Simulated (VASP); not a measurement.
The system is Ge.

```
Ge
1.0
     2.75132    0.00000    0.00000
     0.00000    2.75132    0.00000
     0.00000    0.00000    2.64495
Ge
1
Direct
  0.00000 0.00000 0.00000
```

The cell was built from a structure type or drawn by symmetry, and may not be a known phase.

```yaml
Program: VASP 6.6.1
Task: relaxation of cell and atoms
Functional: PBE
Potentials_or_basis: VASP PAW PBE potentials, release 64 (Ge_d)
Cutoff: 600 eV
k_mesh: 20 × 20 × 20
Occupations: gaussian, width 0.1 eV
Spin: no spin polarisation
```

At the start: pressure -0.3 GPa; volume 20.02 Å³/atom.

Question: How do energy, volume and symmetry change on relaxing?

Answer: Over 7 steps the energy falls by 5.9 meV/atom and the volume is 19.94 Å³/atom (-0.4 %); space group P4/mmm (No. 123, to 0.1 Å) before, Pm-3m (No. 221, to 0.1 Å).

The path:
| step | energy change (eV) | largest force (eV/Å) | pressure (GPa) | volume (Å³) |
| --- | --- | --- | --- | --- |
| 1 | 0.0000 | 0.0000 | -0.31 | 20.02 |
| 2 | -0.0045 | 0.0000 | 0.30 | 19.91 |
| 3 | -0.0056 | 0.0000 | 0.69 | 19.79 |
| 4 | -0.0057 | 0.0000 | 0.57 | 19.82 |
| 5 | -0.0057 | 0.0000 | 0.40 | 19.81 |
| 6 | -0.0059 | 0.0000 | -0.09 | 19.97 |
| 7 | -0.0059 | 0.0000 | 0.05 | 19.94 |

Final structure:
```xyz
1
Lattice="2.7116 0.0000 0.0000 0.0000 2.7116 0.0000 0.0000 0.0000 2.7123" Properties=species:S:1:pos:R:3 pbc="T T T"
Ge    0.0000    2.7116    0.0000
```
